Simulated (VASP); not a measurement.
# MoW2C4: single point with PBE

MoW2C4:

```
Mo W C
1.0
     2.78914    0.00000    0.00000
    -1.39457    2.41546    0.00000
     0.00000    0.00000   10.63544
Mo W C
1 2 4
Direct
  0.00000 0.00000 0.00000
  0.00000 0.00000 0.26816
  0.00000 0.00000 0.73184
  0.33333 0.66667 0.50000
  0.66667 0.33333 0.50000
  0.33333 0.66667 0.13764
  0.33333 0.66667 0.86236
```

```json
{
 "Program": "VASP 6.6.1",
 "Task": "single point",
 "Functional": "PBE",
 "Potentials or basis": "VASP PAW PBE potentials, release 64 (Mo_sv, W_sv, C)",
 "Cutoff": "600 eV",
 "k mesh": "6 × 6 × 2",
 "Occupations": "gaussian, width 0.1 eV",
 "Spin": "no spin polarisation"
}
```

| Item | Value |
| --- | --- |
| Pressure | 0.5 GPa |
| Largest force | 0.094 eV/Å |
| Band gap on the k mesh | zero (bands 29 and 30 overlap by 0.66 eV) |

Forces in eV/Å, atoms in the order of the input:
```
Mo   0.000  0.000  0.000
W    0.000  0.000  0.094
W    0.000  0.000 -0.094
C    0.000  0.000  0.000
C    0.000  0.000  0.000
C    0.000  0.000 -0.071
C    0.000  0.000  0.071
```

Stress tensor (GPa, compression positive):
```
0.29 0.00 0.00
0.00 0.29 0.00
0.00 0.00 0.92
```

Levels at points of the mesh, in eV from the Fermi level:
```csv
k point,band 27,band 28,band 29,band 30,band 31,band 32
"(0.00, 0.00, 0.00)",-0.93,-0.17,-0.17,0.33,0.54,1.30
"(0.50, 0.00, 0.00)",-1.71,-1.32,0.64,1.47,1.49,2.55
"(0.00, 0.00, 0.50)",-0.96,-0.16,-0.16,0.14,0.81,1.41
"(0.50, 0.00, 0.50)",-1.86,-0.62,0.39,1.41,1.60,2.49
```

It took 37 s on 1 thread of Intel(R) Xeon(R) Platinum 8559C (Emerald Rapids), on a shared host, peak memory 0.23 GiB.

Caveat: the k points lie up to 0.43 Å⁻¹ apart, too coarse for converged energies and pressures of a metal; spin-orbit coupling is left out, which moves the levels of the heavy elements.
